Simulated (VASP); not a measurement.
Write the native input for VASP 6.6.1 that does the following.

* Task: single point
* Functional: PBE
* Potentials or basis: VASP PAW PBE potentials, release 64 (Sn_d, H)
* Cutoff: 520 eV
* k mesh: 12 × 12 × 12
* Occupations: gaussian, width 0.1 eV
* Spin: no spin polarisation
* Dipole correction: no
* Further INCAR settings: ALGO = Normal; EDIFF = 1e-07; NBANDS = 18

The structure of SnH5 lies in POSCAR:

```
SnH5
1.0
    0.0000000000      2.7402046293      2.7402046293
    2.7402046293      0.0000000000      2.7402046293
    2.7402046293      2.7402046293      0.0000000000
Sn H
1 5
Direct
    0.0000000000      0.0000000000      0.0000000000
    0.7500000000      0.7500000000      0.7500000000
    0.4050124035      0.7849627895      0.4050124035
    0.4050124035      0.4050124035      0.7849627895
    0.4050124035      0.4050124035      0.4050124035
    0.7849627895      0.4050124035      0.4050124035
```

The input as run:

INCAR

```
SYSTEM = SnH5
PREC = Accurate
ENCUT = 520
EDIFF = 1E-7
ISMEAR = 0
SIGMA = 0.1
LREAL = .False.
LASPH = .True.
NELM = 60
ALGO = Normal
ISIF = 2
LWAVE = .False.
LCHARG = .False.
GGA = PE
NBANDS = 18
```

KPOINTS

```
Automatic mesh
0
Gamma
  12 12 12
  0 0 0
```

Potentials or basis: VASP PAW PBE potentials, release 64 (Sn_d, H).

The run is started by

```console
$ cat potpaw_PBE.64/Sn_d/POTCAR potpaw_PBE.64/H/POTCAR > POTCAR
$ mpirun -np 1 vasp_std > vasp.out
```

Results of the run:

```
Pressure : -0.2 GPa
```

It took 51 s on 1 thread of Intel(R) Xeon(R) Platinum 8259CL CPU @ 2.50GHz (Skylake/Cascade Lake), on a shared host, peak memory 0.2 GiB.
